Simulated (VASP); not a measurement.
# LiCl in VASP: a series of runs

The runs below take LiCl through single point, with r2SCAN, HSE06.

Program: VASP 6.6.1. These are calculated values, not measurements. Logs are shortened: lines on timing, memory, paths and dates and some standing lists are left out, and cuts for length are marked.

## Step 1: The cell of the first run

The structure is tetragonal, space group I4/mmm (No. 139). The conventional cell has a = 3.615 Å, b = 3.615 Å, c = 5.242 Å, α = 90.00°, β = 90.00°, γ = 90.00°. Within 3.4 Å of Li (site symmetry 4/mmm) lie 6 Cl at 2.56 to 2.62 Å. Within 3.4 Å of Cl (site symmetry 4/mmm) lie 6 Li at 2.56 to 2.62 Å.

## Step 2: Single point, r2SCAN (uniaxial y strain +2.5%)

POSCAR reads:

```
LiCl
1.0
    0.0000000000      2.6209482466      2.5560252063
    2.5560252063      0.0000000000      2.5560252063
    2.5560252063      2.6209482466      0.0000000000
Li Cl
1 1
Direct
    0.0000000000      0.0000000000      0.0000000000
    0.5000000000      0.5000000000      0.5000000000
```

INCAR.step1 reads:

```
SYSTEM = LiCl
PREC = Accurate
ENCUT = 520
ISMEAR = 0
SIGMA = 0.01
LREAL = .False.
LASPH = .True.
NELM = 80
NBANDS = 12
GGA = PE
ALGO = Normal
EDIFF = 1E-4
LWAVE = .True.
LCHARG = .False.
```

INCAR.step2 reads:

```
SYSTEM = LiCl
PREC = Accurate
ENCUT = 520
EDIFF = 1E-6
ISMEAR = 0
SIGMA = 0.01
LREAL = .False.
LASPH = .True.
NELM = 80
ALGO = Normal
ISIF = 2
LWAVE = .False.
LCHARG = .True.
METAGGA = R2SCAN
LMIXTAU = .True.
LELF = .True.
LVHAR = .True.
NBANDS = 12
ISTART = 1
```

KPOINTS reads:

```
regular mesh
0
Gamma
  8 8 8
  0 0 0
```

Potentials or basis: VASP PAW PBE potentials, release 64 (Li_sv, Cl).

On the command line:

```
$ cat potpaw_PBE.64/Li_sv/POTCAR potpaw_PBE.64/Cl/POTCAR > POTCAR
$ cp INCAR.step1 INCAR
$ mpirun -np 1 vasp_std > vasp.out
$ cp INCAR.step2 INCAR
$ mpirun -np 1 vasp_std > vasp.out
```

OUTCAR:

```text
SYSTEM = LiCl
   PREC = Accurate
   ENCUT = 520
   EDIFF = 1E-6
   ISMEAR = 0
   LREAL = .False.
   LASPH = .True.
   NELM = 80
   ISIF = 2
   METAGGA = R2SCAN
   ISTART = 1

 ion  position               nearest neighbor table
   1  0.000  0.000  0.000-   2 2.56   2 2.56   2 2.56   2 2.56   2 2.62   2 2.62
   2  0.500  0.500  0.500-   1 2.56   1 2.56   1 2.56   1 2.56   1 2.62   1 2.62

  LATTYP: Found a body centered tetragonal cell.
 ALAT       =     3.6147655125
 C/A-ratio  =     1.4501345869

  Lattice vectors:

 A1 = (   0.0000000000,  -2.6209482466,   2.5560252063)
 A2 = (   0.0000000000,  -2.6209482466,  -2.5560252063)
 A3 = (   2.5560252063,   2.6209482466,   0.0000000000)

Analysis of symmetry for initial positions (statically):
=====================================================================
 Subroutine PRICEL returns:
 Original cell was already a primitive cell.

 Routine SETGRP: Setting up the symmetry group for a
 body centered tetragonal supercell.

 Subroutine GETGRP returns: Found 16 space group operations
 (whereof 16 operations were pure point group operations)
 out of a pool of 16 trial point group operations.

The static configuration has the point symmetry D_4h.

Analysis of symmetry for dynamics (positions and initial velocities):
=====================================================================
 Subroutine PRICEL returns:
 Original cell was already a primitive cell.

 Routine SETGRP: Setting up the symmetry group for a
 body centered tetragonal supercell.

 Subroutine GETGRP returns: Found 16 space group operations
 (whereof 16 operations were pure point group operations)
 out of a pool of 16 trial point group operations.

The dynamic configuration has the point symmetry D_4h.

 Subroutine INISYM returns: Found 16 space group operations
 (whereof 16 operations are pure point group operations),
 and found     1 'primitive' translations

----------------------------------------------------------------------------------------

                                     Primitive cell

  volume of cell :      34.2467

  direct lattice vectors                    reciprocal lattice vectors
     0.000000000  2.620948247  2.556025206    -0.195616224  0.190770650  0.195616224
     2.556025206  0.000000000  2.556025206     0.195616224 -0.190770650  0.195616224
     2.556025206  2.620948247  0.000000000     0.195616224  0.190770650 -0.195616224

  length of vectors
     3.660960880  3.614765513  3.660960880     0.336042937  0.336042937  0.336042937

  position of ions in fractional coordinates (direct lattice)
     0.000000000  0.000000000  0.000000000
     0.500000000  0.500000000  0.500000000

  ion indices of the primitive-cell ions
   primitive index   ion index
                 1           1
                 2           2

----------------------------------------------------------------------------------------

 KPOINTS: regular mesh

Automatic generation of k-mesh.
 Grid dimensions read from file:
 generate k-points for:    8    8    8

 Generating k-lattice:

  Cartesian coordinates                     Fractional coordinates (reciprocal lattice)
    -0.024452028  0.023846331  0.024452028     0.125000000  0.000000000  0.000000000
     0.024452028 -0.023846331  0.024452028    -0.000000000  0.125000000 -0.000000000
     0.024452028  0.023846331 -0.024452028     0.000000000  0.000000000  0.125000000

  Length of vectors
     0.042005367  0.042005367  0.042005367

  Shift w.r.t. Gamma in fractional coordinates (k-lattice)
     0.000000000  0.000000000  0.000000000

 Subroutine IBZKPT returns following result:
 ===========================================

 Found     59 irreducible k-points:

 Following reciprocal coordinates:
            Coordinates               Weight
  0.000000  0.000000  0.000000      1.000000
  0.125000  0.000000 -0.000000      8.000000
  0.250000  0.000000 -0.000000      8.000000
  0.375000  0.000000 -0.000000      8.000000
  0.500000  0.000000 -0.000000      4.000000
  0.125000  0.125000  0.000000      4.000000
[... 16 lines left out ...]
  0.250000  0.000000  0.125000      8.000000
  0.375000  0.000000  0.125000      8.000000
 [... further k-points ...]
   k-points           NKPTS =     59   k-points in BZ     NKDIM =     59   number of bands    NBANDS=     12
   number of dos      NEDOS =    301   number of ions     NIONS =      2
   total plane-waves  NPLWV =  21952
   dimension x,y,z NGX =    28 NGY =   28 NGZ =   28
   dimension x,y,z NGXF=    56 NGYF=   56 NGZF=   56
   ions per type =               1   1
   NGX,Y,Z   is equivalent  to a cutoff of  12.71, 12.88, 12.71 a.u.
   NGXF,Y,Z  is equivalent  to a cutoff of  25.43, 25.75, 25.43 a.u.
 SYSTEM =  LiCl
   PREC   = accura    normal or accurate (medium, high low for compatibility)
   ISTART =      1    job   : 0-new  1-cont  2-samecut
   ICHARG =      0    charge: 1-file 2-atom 10-const
   ISPIN  =      1    spin polarized calculation?
   LNONCOLLINEAR =      F non collinear calculations
   LSORBIT =      F    spin-orbit coupling
   LASPH  =      T    aspherical Exc in radial PAW
   ENCUT  =  520.0 eV  38.22 Ry    6.18 a.u.   6.81  6.72  6.81*2*pi/ulx,y,z
   NELM   =     80;   NELMIN=  2; NELMDL=  0     # of ELM steps
   EDIFF  = 0.1E-05   stopping-criterion for ELM
   LREAL  =      F    real-space projection
   EDIFFG = 0.1E-04   stopping-criterion for IOM
   NSW    =      0    number of steps for IOM
   IBRION =     -1    ionic relax: 0-MD 1-quasi-New 2-CG
   NFREE  =      0    steps in history (QN), initial steepest desc. (CG)
   ISIF   =      2    stress and relaxation
   ISYM   =      2    0-nonsym 1-usesym 2-fastsym
   POTIM  = 0.5000    time-step for ionic-motion
   TEBEG  =    0.0;   TEEND  =   0.0 temperature during run
   PSTRESS=    0.0 pullay stress
   NELECT =      10.0000    total number of electrons
   NUPDOWN=      -1.0000    fix difference up-down
   EMIN   =  10.00;   EMAX   =-10.00  energy-range for DOS
   EFERMI =   0.00;   METHOD = LEGACY
   ISMEAR =     0;   SIGMA  =   0.01  broadening in eV -4-tet -1-fermi 0-gaus
   EFERMI_NEDOS =   21; number of points for ismear=-14 and -15
   IALGO  =     38    algorithm
   IMIX   =      4    mixing-type and parameters
     AMIX     =   0.40;   BMIX     =  1.00
     AMIX_MAG =   1.60;   BMIX_MAG =  1.00
  volume/ion in A,a.u.               =      17.12       115.55
  Fermi-wavevector in a.u.,A,eV,Ry     =   1.086097  2.052426 16.049522  1.179607
  Thomas-Fermi vector in A             =   2.222226
   LORBIT       =      0    0 simple, 1 ext, 2 COOP (PROOUT), +10 PAW based schemes
   METAGGA = R2SCAN    functional components
   LHFCALC =     F    Hartree Fock is set to
   AEXX    =    0.0000 exact exchange contribution
   IVDW    =     0    specifies the selected vdW correction
   LEPSILON=     F    determine dielectric tensor
   LRPA    =     F    only Hartree local field effects (RPA)
 non-spin polarized calculation
 Gauss-broadening in eV      SIGMA  =   0.01
  energy-cutoff  :      520.00
  volume of cell :       34.25
 maximum number of plane-waves:       950
   NGX = 13   NGY = 13   NGZ = 13

 number of electron      10.0000008 magnetization

 Free energy of the ion-electron system (eV)
  ---------------------------------------------------
  ext. energy  EPLUGINS =         0.00000000
  ---------------------------------------------------
  free energy    TOTEN  =       -12.58222527 eV

  energy without entropy =      -12.58222527  energy(sigma->0) =      -12.58222527

 E-fermi :   0.2422     XC(G=0):  -9.0941

 val. band max:        0.1171728893   @ k =   0.0000   0.0000   0.0000
 cond. band min:       7.2769950066   @ k =   0.0000   0.0000   0.0000
 fundamental gap:      7.1598221174
 Fermi energy:         0.2422459355

 k-point     1 :       0.0000    0.0000    0.0000
  band No.  band energies     occupation
      1     -44.7589      2.00000
      2     -13.8551      2.00000
      3       0.0546      2.00000
      4       0.0546      2.00000
      5       0.1172      2.00000
      6       7.2770      0.00000
      7      12.5879      0.00000
      8      12.8036      0.00000
      9      12.8036      0.00000
     10      15.2243      0.00000
     11      15.4873      0.00000
     12      15.6114      0.00000

 k-point     2 :       0.1250    0.0000   -0.0000
  band No.  band energies     occupation
      1     -44.7586      2.00000
      2     -13.7801      2.00000
      3      -0.4352      2.00000
      4       0.0203      2.00000
      5       0.0477      2.00000
      6       7.7263      0.00000
      7      11.9796      0.00000
      8      12.5759      0.00000
      9      12.8121      0.00000
     10      13.9384      0.00000
     11      14.1074      0.00000
     12      16.2572      0.00000

 k-point     3 :       0.2500    0.0000   -0.0000
  band No.  band energies     occupation
      1     -44.7578      2.00000
      2     -13.5894      2.00000
      3      -1.4729      2.00000
      4      -0.0700      2.00000
      5      -0.0575      2.00000
      6       8.1134      0.00000
      7      11.4622      0.00000
      8      11.7303      0.00000
      9      11.8946      0.00000
     10      14.8156      0.00000
     11      14.8183      0.00000
     12      16.8154      0.00000
[... 286 lines left out ...]
 k-point    23 :       0.2500    0.0000    0.1250
  band No.  band energies     occupation
      1     -44.7579      2.00000
      2     -13.6049      2.00000
      3      -1.1669      2.00000
      4      -0.2584      2.00000
      5      -0.2119      2.00000
      6       8.6374      0.00000
      7      11.0741      0.00000
      8      11.2139      0.00000
      9      12.7266      0.00000
     10      13.7811      0.00000
     11      15.7733      0.00000
     12      17.4266      0.00000

 k-point    24 :       0.3750    0.0000    0.1250
  band No.  band energies     occupation
      1     -44.7570      2.00000
      2     -13.3996      2.00000
      3      -2.0671      2.00000
      4      -0.4097      2.00000
      5      -0.3308      2.00000
      6       8.5400      0.00000
      7      10.3887      0.00000
      8      11.7195      0.00000
      9      12.0436      0.00000
     10      15.3054      0.00000
     11      17.1296      0.00000
     12      18.0773      0.00000

 [... further k-points ...]

------------------------ aborting loop because EDIFF is reached ----------------------------------------

  FORCE on cell =-STRESS in cart. coord.  units (eV):
  Direction    XX          YY          ZZ          XY          YZ          ZX
  --------------------------------------------------------------------------------------
  -------------------------------------------------------------------------------------
  Total       -0.2210092     -0.3804479     -0.2210092      0.0000000      0.0000000      0.0000000
  in kB      -10.3395641    -17.7986493    -10.3395641      0.0000000      0.0000000      0.0000000
  external PRESSURE =     -12.8259258 kB  Pullay stress =       0.0000000 kB

 VOLUME and BASIS-vectors are now :
 -----------------------------------------------------------------------------
  energy-cutoff  :      520.00
  volume of cell :       34.25
      direct lattice vectors                 reciprocal lattice vectors
     0.000000000  2.620948247  2.556025206    -0.195616224  0.190770650  0.195616224
     2.556025206  0.000000000  2.556025206     0.195616224 -0.190770650  0.195616224
     2.556025206  2.620948247  0.000000000     0.195616224  0.190770650 -0.195616224

 POSITION                                       TOTAL-FORCE (eV/Angst)
 -----------------------------------------------------------------------------------
      0.00000      0.00000      0.00000        -0.000000      0.000000      0.000000
      2.55603      2.62095      2.55603         0.000000      0.000000     -0.000000
 -----------------------------------------------------------------------------------
    total drift:                                0.000000      0.000000      0.000000

  FREE ENERGIE OF THE ION-ELECTRON SYSTEM (eV)
  ---------------------------------------------------
  free  energy   TOTEN  =       -12.5822252747 eV

  energy  without entropy=      -12.5822252747  energy(sigma->0) =      -12.58222527
```

Wall time 80 s (1 thread of Oxide Virtual Turin-like, shared host); peak memory 0.13 GiB.

What came out:

```yaml
Free_energy: -12.5822 eV
Band_gap_on_the_k_mesh: 7.16 eV, direct
```

Levels at points of the mesh, in eV from the valence-band top:
| k point | band 1 | band 2 | band 3 | band 4 | band 5 | band 6 | band 7 | band 8 | band 9 | band 10 |
| --- | --- | --- | --- | --- | --- | --- | --- | --- | --- | --- |
| (0.00, 0.00, 0.00) | -44.88 | -13.97 | -0.06 | -0.06 | 0.00 | 7.16 | 12.47 | 12.69 | 12.69 | 15.11 |
| (0.50, 0.00, 0.00) | -44.87 | -13.41 | -2.82 | -0.34 | -0.28 | 7.47 | 10.17 | 10.37 | 14.00 | 17.80 |
| (0.50, 0.50, 0.00) | -44.87 | -13.15 | -2.91 | -1.25 | -1.08 | 8.67 | 8.87 | 13.52 | 14.93 | 15.47 |
| (0.50, 0.00, 0.50) | -44.87 | -13.20 | -2.90 | -1.09 | -1.09 | 8.74 | 8.99 | 13.16 | 15.39 | 15.39 |

Caveat: the cell differs from its parent crystal (uniaxial y strain +2.5%); the cutoff is under 1.25 times the usual one of these potentials, so pressure, stress and relaxed cells hold a basis-set (Pulay) error; the PAW data sets were made with another functional, which shifts forces and pressure a little. A k mesh can miss the band edges.

## Step 3: Single point, HSE06 (strain +4.5%)

POSCAR reads:

```
LiCl
1.0
    0.0000000000      2.6715575456      2.6715575456
    2.6715575456      0.0000000000      2.6715575456
    2.6715575456      2.6715575456      0.0000000000
Li Cl
1 1
Direct
    0.0000000000      0.0000000000      0.0000000000
    0.5000000000      0.5000000000      0.5000000000
```

INCAR.step1 reads:

```
SYSTEM = LiCl
ALGO = Normal
EDIFF = 1E-5
ENCUT = 520
GGA = PE
ISIF = 2
ISMEAR = 0
LASPH = .True.
LCHARG = .False.
LREAL = .False.
LWAVE = .True.
NBANDS = 12
NELM = 80
PREC = Accurate
SIGMA = 0.01
```

INCAR.step2 reads:

```
SYSTEM = LiCl
ALGO = Normal
EDIFF = 1E-6
ENCUT = 520
GGA = PE
HFSCREEN = 0.2079
ISIF = 2
ISMEAR = 0
ISTART = 1
LASPH = .True.
LCHARG = .False.
LHFCALC = .True.
LREAL = .False.
LWAVE = .False.
NBANDS = 12
NELM = 80
PREC = Accurate
PRECFOCK = Normal
SIGMA = 0.01
```

KPOINTS reads:

```
k-points
0
Gamma
  6 6 6
  0 0 0
```

Potentials or basis: VASP PAW PBE potentials, release 64 (Li_sv, Cl).

On the command line:

```
$ cat potpaw_PBE.64/Li_sv/POTCAR potpaw_PBE.64/Cl/POTCAR > POTCAR
$ cp INCAR.step1 INCAR
$ mpirun -np 1 vasp_std > vasp.out
$ cp INCAR.step2 INCAR
$ mpirun -np 1 vasp_std > vasp.out
```

It took 9.5 min on 1 thread of Oxide Virtual Turin-like, shared host; peak memory 0.23 GiB.

It converged, with:

| Item | Value |
| --- | --- |
| Free energy | -8.4053 eV |
| Band gap on the k mesh | 7.05 eV, direct |

Levels at points of the mesh, in eV from the valence-band top:
```
           k point  band 3  band 4  band 5  band 6  band 7  band 8
(0.00, 0.00, 0.00)    0.00    0.00    0.00    7.05   13.31   13.31
(0.50, 0.00, 0.00)   -2.54   -0.23   -0.23    7.97   10.89   10.89
(0.50, 0.50, 0.00)   -2.55   -0.96   -0.96    8.99    9.75   13.09
```

Caveat: the cell differs from its parent crystal (strain +4.5%); the cutoff is under 1.25 times the usual one of these potentials, so pressure, stress and relaxed cells hold a basis-set (Pulay) error; the PAW data sets were made with another functional, which shifts forces and pressure a little.

## Step 4: Single point, HSE06 (uniaxial y strain +2.5%)

POSCAR reads:

```
LiCl
1.0
    0.0000000000      2.6209482466      2.5560252063
    2.5560252063      0.0000000000      2.5560252063
    2.5560252063      2.6209482466      0.0000000000
Li Cl
1 1
Direct
    0.0000000000      0.0000000000      0.0000000000
    0.5000000000      0.5000000000      0.5000000000
```

INCAR.step1 reads:

```
ALGO = Normal
EDIFF = 1E-5
ENCUT = 520
GGA = PE
ISIF = 2
ISMEAR = 0
LASPH = T
LCHARG = F
LREAL = F
LWAVE = T
NBANDS = 12
NELM = 80
PREC = Accurate
SIGMA = 0.01
```

INCAR.step2 reads:

```
ALGO = Normal
EDIFF = 1E-6
ENCUT = 520
GGA = PE
HFSCREEN = 0.2079
ISIF = 2
ISMEAR = 0
ISTART = 1
LASPH = T
LCHARG = F
LHFCALC = T
LREAL = F
LWAVE = F
NBANDS = 12
NELM = 80
PREC = Accurate
PRECFOCK = Normal
SIGMA = 0.01
```

KPOINTS reads:

```
k-points
0
Gamma
  6 6 6
```

On the command line:

```
$ cat potpaw_PBE.64/Li_sv/POTCAR potpaw_PBE.64/Cl/POTCAR > POTCAR
$ cp INCAR.step1 INCAR
$ mpirun -np 1 vasp_std > vasp.out
$ cp INCAR.step2 INCAR
$ mpirun -np 1 vasp_std > vasp.out
```

Run time: 17 min. Hardware: 1 thread of Oxide Virtual Turin-like, shared host; peak memory 0.24 GiB.

The run converged. Its results:

| Item | Value |
| --- | --- |
| Free energy | -8.4563 eV |
| Band gap on the k mesh | 7.60 eV, direct |

Levels at points of the mesh, in eV from the valence-band top:
```csv
k point,band 3,band 4,band 5,band 6,band 7,band 8
"(0.00, 0.00, 0.00)",-0.07,-0.07,0.00,7.60,13.26,13.48
"(0.50, 0.00, 0.00)",-3.02,-0.35,-0.29,8.06,10.85,11.05
"(0.50, 0.50, 0.00)",-3.08,-1.32,-1.14,9.21,9.56,14.09
"(0.50, 0.00, 0.50)",-3.08,-1.15,-1.15,9.27,9.68,13.73
```

Caveat: the cell differs from its parent crystal (uniaxial y strain +2.5%); the cutoff is under 1.25 times the usual one of these potentials, so pressure, stress and relaxed cells hold a basis-set (Pulay) error; the PAW data sets were made with another functional, which shifts forces and pressure a little.

## Step 5: The runs side by side

| level | cell | k mesh | grid for exact exchange (PRECFOCK) | screening parameter | gap on the mesh (eV) |
| --- | --- | --- | --- | --- | --- |
| r2SCAN | a = 3.661, b = 3.615 Å, angles 60.4, 59.2, 60.4°, 2 atoms | 8 × 8 × 8 | - | - | 7.16 |
| HSE06 | a = 3.778 Å, angles 60.0°, 2 atoms | 6 × 6 × 6 | Normal | 0.2079 1/Å | 7.05 |
| HSE06 | a = 3.661, b = 3.615 Å, angles 60.4, 59.2, 60.4°, 2 atoms | 6 × 6 × 6 | Normal | 0.2079 1/Å | 7.60 |

Alike in all rows: task single point; potentials or basis VASP PAW PBE potentials, release 64 (Li_sv, Cl); no spin polarisation; cutoff (eV) 520; smearing gaussian 0.01 eV.

Caveats: the cutoff is under 1.25 times the usual one of these potentials, so pressure, stress and relaxed cells hold a basis-set (Pulay) error; the PAW data sets were made with another functional, which shifts forces and pressure a little.

Absolute energies hang on the potentials; compare differences alone.
